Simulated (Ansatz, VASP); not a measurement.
# One calculation of V, two programs

INCAR

```
SYSTEM = V
ALGO = Normal
EDIFF = 1E-6
ENCUT = 520
ISIF = 2
ISMEAR = 1
LASPH = .True.
LCHARG = .False.
LREAL = .False.
LWAVE = .False.
NBANDS = 12
NELM = 80
PREC = Accurate
SIGMA = 0.1
```

Contents of KPOINTS:

```
k-points
0
Gamma
  15 15 15
  0 0 0
```

POSCAR

```
V
1.0
   -1.4636513664      1.4636513664      1.4636513664
    1.4636513664     -1.4636513664      1.4636513664
    1.4636513664      1.4636513664     -1.4636513664
V
1
Direct
    0.0000000000      0.0000000000      0.0000000000
```

Input for Ansatz:

```yaml
crystal:
  lattice:
    - [-1.4636513664, 1.4636513664, 1.4636513664]
    - [1.4636513664, -1.4636513664, 1.4636513664]
    - [1.4636513664, 1.4636513664, -1.4636513664]
  atoms:
    - { symbol: V, position: [0.0, 0.0, 0.0] }
hamiltonian:
  xc: lda
  pseudopotentials:
    kind: paw
    azcp:
      V: "pseudopotentials/V.paw.azcp"
basis:
  ecutwfc: 420
  fft_grid_basis: typed
kpoints:
  mp_grid: { grid: [15, 15, 15], shift: [0, 0, 0] }
magnetization:
  spin_polarized: false
scf:
  occupations: { method: methfessel_paxton, width: 0.1 }
  lower_state_search: "off"
output:
  stress: true
  write_density: true
  write_potential: true
  elf: true
  volumetric_format: npy
```

Alike in both runs: task single point; functional LDA; k mesh 15 × 15 × 15; occupations methfessel-paxton of order 1, width 0.1 eV; no spin polarisation.

|  | VASP | Ansatz |
| --- | --- | --- |
| version | VASP 6.6.1 | Ansatz 0.2.0 |
| potentials or method | VASP PAW LDA potentials, release 64 (V_sv), cutoff 520 eV | plane waves (420 eV) with PAW, scalar-relativistic |
| valence electrons in the cell | 13 | 13 |

VASP gave:

```
pressure (GPa) : 0.2
```

Problem. What did Ansatz give for the same quantities?

Solution. Pressure (GPa): -0.3.

Ansatz warns that its potentials were made for another functional, while VASP's fit it. LDA's correlation is that of Perdew and Zunger in VASP and of Perdew and Wang (1992) in Ansatz.
